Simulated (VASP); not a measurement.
B, 4 atoms in the cell. The structure is hexagonal, space group P6_3/mmc (No. 194). Conventional cell: a = 2.670 Å, b = 2.670 Å, c = 3.218 Å, α = 90.00°, β = 90.00°, γ = 120.00°. Within 2.1 Å of B (site symmetry -6m2) lie 5 B at 1.54 to 1.61 Å. Within 2.1 Å of B (site symmetry -6m2) lie 3 B at 1.54 Å. 

| Property | Result |
| --- | --- |
| Program | VASP 6.6.1 |
| Task | single point |
| Functional | PBE |
| Potentials or basis | VASP PAW PBE potentials, release 64 (B) |
| Cutoff | 520 eV |
| k mesh | 16 × 16 × 5 |
| Occupations | fermi-dirac, width 0.08 eV |
| Spin | no spin polarisation |
| Dipole correction | no |
| Further INCAR settings | ALGO = Normal; EDIFF = 1e-07; NBANDS = 14 |

Potentials or basis: VASP PAW PBE potentials, release 64 (B).

Launch:

```console
$ cat potpaw_PBE.64/B/POTCAR > POTCAR
$ mpirun -np 1 vasp_std > vasp.out
```

Hardware: 1 thread of Intel Xeon 6975P-C (shared host).

Problem. Estimate the wall time of this run.

Solution. It took 16 s on 1 thread of Intel Xeon 6975P-C, on a shared host, peak memory 0.13 GiB. Counts: scf iterations 13, k points 90.
